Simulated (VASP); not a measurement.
Input of a VASP 6.6.1 run:

Contents of INCAR:

```
  PREC = Accurate
  ENCUT = 600
  EDIFF = 1E-6
  ISMEAR = 0
  SIGMA = 0.1
  LREAL = F
  LASPH = T
  NELM = 100
  ALGO = Normal
  ISIF = 3
  LWAVE = F
  LCHARG = F
  GGA = PE
  IBRION = 2
  NSW = 100
  EDIFFG = -0.01
```

The input KPOINTS:

```
regular mesh
0
Gamma
  12 12 8
```

POSCAR

```
Si5Sn
1.0
    5.0943873827      0.0000000000      0.0000000000
   -2.5471936913      4.4118688901      0.0000000000
    0.0000000000      0.0000000000      4.6596442784
Si Sn
5 1
Direct
    0.5000000000      0.5000000000      0.0000000000
    0.3333333333      0.6666666667      0.5000000000
    0.0000000000      0.5000000000      0.0000000000
    0.5000000000      0.0000000000      0.0000000000
    0.6666666667      0.3333333333      0.5000000000
    0.0000000000      0.0000000000      0.5000000000
```

Potentials or basis: VASP PAW PBE potentials, release 64 (Si, Sn_d).

Launch:

```bash
$ cat potpaw_PBE.64/Si/POTCAR potpaw_PBE.64/Sn_d/POTCAR > POTCAR
$ mpirun -np 1 vasp_std > vasp.out
```

(1) What does it give for the relaxed volume?

(2) What does it give for the space group after relaxing (to 0.1 Å)?

(3) Predict the band gap on the k mesh.

(4) Predict the relaxed cell.

Answers

(1) 17.39 Å³/atom.

(2) P6/mmm (No. 191).

(3) zero (bands 17 and 18 overlap by 3.71 eV).

(4) a = 5.274 Å, b = 5.274 Å, c = 4.330 Å, α = 90.00°, β = 90.00°, γ = 120.00°.

Caveat: spin-orbit coupling is left out, which moves the levels of the heavy elements.
